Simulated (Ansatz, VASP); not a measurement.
Two plane-wave programs on Pt

```
CELL_PARAMETERS angstrom
2.82968 0.00000 0.00000
-1.41484 2.45058 0.00000
0.00000 0.00000 4.55253
ATOMIC_POSITIONS crystal
Pt 0.66667 0.33333 0.75000
Pt 0.33333 0.66667 0.25000
```

Change from the starting cell: strain +0.025 along x and y, -0.050 along z, atoms carried along.

Alike in both runs: task single point; functional r2SCAN; k mesh 18 × 18 × 10; occupations gaussian, width 0.15 eV; no spin polarisation.

|  | VASP | Ansatz |
| --- | --- | --- |
| version | VASP 6.6.1 | Ansatz 0.2.0 |
| potentials or method | VASP PAW PBE potentials, release 64 (Pt), cutoff 520 eV | scalar-relativistic, plane waves, PAW |
| valence electrons in the cell | 20 | 36 |

VASP gave:

```
gap on the k mesh at the Fermi level (eV)                     : none
pressure (GPa)                                                : -5.4
traceless stress, the component that is largest in VASP (GPa) : 6.44
```

**Question.** Estimate Ansatz's values.

**Answer.** gap on the k mesh at the Fermi level (eV): none; pressure (GPa): -6.0; traceless stress, the component that is largest in VASP (GPa): 6.45.

VASP's potentials were made for PBE, not for r2SCAN. A gap of «none» marks a metal or a gap that the smearing closes. With one functional, cell and mesh, what is left measures potentials, basis and numerics. VASP's potentials hold 20 valence electrons a cell and Ansatz's 36, so a difference there can come from the potentials and not from the codes.

Spin-orbit coupling is off throughout.
